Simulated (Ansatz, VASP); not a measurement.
One calculation of TiO2, two programs

```
Ti O
1.0
    -4.35076    4.35076    1.88756
     4.35076   -4.35076    1.88756
     4.35076    4.35076   -1.88756
Ti O
4 8
Direct
  0.29228 0.99714 0.28943
  0.00286 0.29228 0.29514
  0.99714 0.70772 0.70486
  0.70772 0.00286 0.71057
  0.49886 0.84922 0.34808
  0.16166 0.15960 0.32126
  0.15078 0.49886 0.64965
  0.15960 0.83834 0.99794
  0.84040 0.16166 0.00206
  0.84922 0.50114 0.35035
  0.83834 0.84040 0.67874
  0.50114 0.15078 0.65192
```

Alike in both runs: functional PBEsol; k mesh 8 × 8 × 8; occupations fermi-dirac, width 0.05 eV; no spin polarisation.

```csv
,VASP,Ansatz
version,VASP 6.6.1,Ansatz 0.2.0
potentials or method,"VASP PAW PBE potentials, release 64 (Ti_sv, O)",Ansatz PAW
plane-wave cutoff (eV),520,420
valence electrons in the cell,96,96
task,single point,band structure
```

Ansatz gave:

```
gap on the k mesh at the Fermi level (eV)                     : 1.58
least direct gap on the mesh (eV)                             : 2.28
pressure (GPa)                                                : -2.6
traceless stress, the component that is largest in VASP (GPa) : 0.40
rms of the force components (eV/Å)                            : 0.053
```

Task: Estimate VASP's values.

Result: gap on the k mesh at the Fermi level (eV): 1.56; least direct gap on the mesh (eV): 2.26; pressure (GPa): -1.9; traceless stress, the component that is largest in VASP (GPa): 0.24; rms of the force components (eV/Å): 0.028.

VASP's potentials were made for PBE, not for PBEsol. Atom by atom the forces differ by 0.027 eV/Å (rms over components). With one functional, cell and mesh, what is left measures potentials, basis and numerics.
